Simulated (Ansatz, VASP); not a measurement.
## One calculation of TiC, two programs

```
Ti C
1.0
     0.00000    2.08690    2.08690
     2.08690    0.00000    2.08690
     2.08690    2.08690    0.00000
Ti C
1 1
Direct
  0.00000 0.00000 0.00000
  0.50000 0.50000 0.50000
```

Alike in both runs: task single point; functional LDA; k mesh 16 × 16 × 16; occupations gaussian, width 0.1 eV; no spin polarisation.

|  | VASP | Ansatz |
| --- | --- | --- |
| version | VASP 6.6.1 | Ansatz 0.2.0 |
| potentials or method | VASP PAW LDA potentials, release 64 (Ti_sv, C), cutoff 600 eV | scalar-relativistic, plane waves, PAW |
| valence electrons in the cell | 16 | 16 |

```csv
,VASP,Ansatz,Ansatz less VASP
gap on the k mesh at the Fermi level (eV),none,none,-
pressure (GPa),20.4,19.8,-0.62
```

Ansatz warns that its potentials were made for another functional, while VASP's fit it. LDA's correlation is that of Perdew and Zunger in VASP and of Perdew and Wang (1992) in Ansatz. A gap of «none» marks a metal or a gap that the smearing closes.
